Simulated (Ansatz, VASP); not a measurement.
**One calculation of Sn, two programs**

INCAR

```
SYSTEM = Sn
PREC = Accurate ; ENCUT = 520
EDIFF = 1E-6 ; ISMEAR = -1
SIGMA = 0.1 ; LREAL = .False.
LASPH = .True. ; NELM = 80
ALGO = Normal ; ISIF = 2
LWAVE = .False. ; LCHARG = .False.
GGA = PS ; NBANDS = 21
```

File KPOINTS:

```
Automatic mesh
0
Gamma
  19 19 13
  0 0 0
```

File POSCAR:

```
Sn
1.0
   -2.9647060607      2.9659716091      1.5928912145
    2.9659716091     -2.9647060607      1.5928912145
    2.9641892733      2.9641892733     -1.5905713952
Sn
2
Direct
    0.0000117394      0.9999882606      1.0000000000
    0.7499882606      0.2500117394      0.5000000000
```

Input for Ansatz:

```yaml
crystal:
  lattice:
    - [-2.9647060607, 2.9659716091, 1.5928912145]
    - [2.9659716091, -2.9647060607, 1.5928912145]
    - [2.9641892733, 2.9641892733, -1.5905713952]
  atoms:
    - { symbol: Sn, position: [1.17394e-05, 0.9999882606, 1.0] }
    - { symbol: Sn, position: [0.7499882606, 0.2500117394, 0.5] }
hamiltonian:
  xc: pbesol
  pseudopotentials:
    kind: paw
    azcp:
      Sn: "pseudopotentials/Sn.paw.azcp"
basis:
  ecutwfc: 420
  fft_grid_basis: typed
kpoints:
  mp_grid: { grid: [19, 19, 13], shift: [0, 0, 0] }
magnetization:
  spin_polarized: false
scf:
  occupations: { method: fermi_dirac, width: 0.1 }
output:
  stress: true
```

Alike in both runs: task single point; functional PBEsol; k mesh 19 × 19 × 13; occupations fermi-dirac, width 0.1 eV; no spin polarisation.

|  | VASP | Ansatz |
| --- | --- | --- |
| version | VASP 6.6.1 | Ansatz 0.2.0 |
| potentials or method | VASP PAW PBE potentials, release 64 (Sn_d), cutoff 520 eV | plane waves (420 eV) with PAW, scalar-relativistic |
| valence electrons in the cell | 28 | 28 |

Ansatz gave:

| Quantity | Value |
| --- | --- |
| pressure (GPa) | -2.0 |
| traceless stress, the component that is largest in VASP (GPa) | 0.16 |

Question: Which values does VASP return?

Answer: Pressure (GPa): -2.1; traceless stress, the component that is largest in VASP (GPa): 0.17.

VASP's potentials were made for PBE, not for PBEsol, and Ansatz warns of the same on its side.
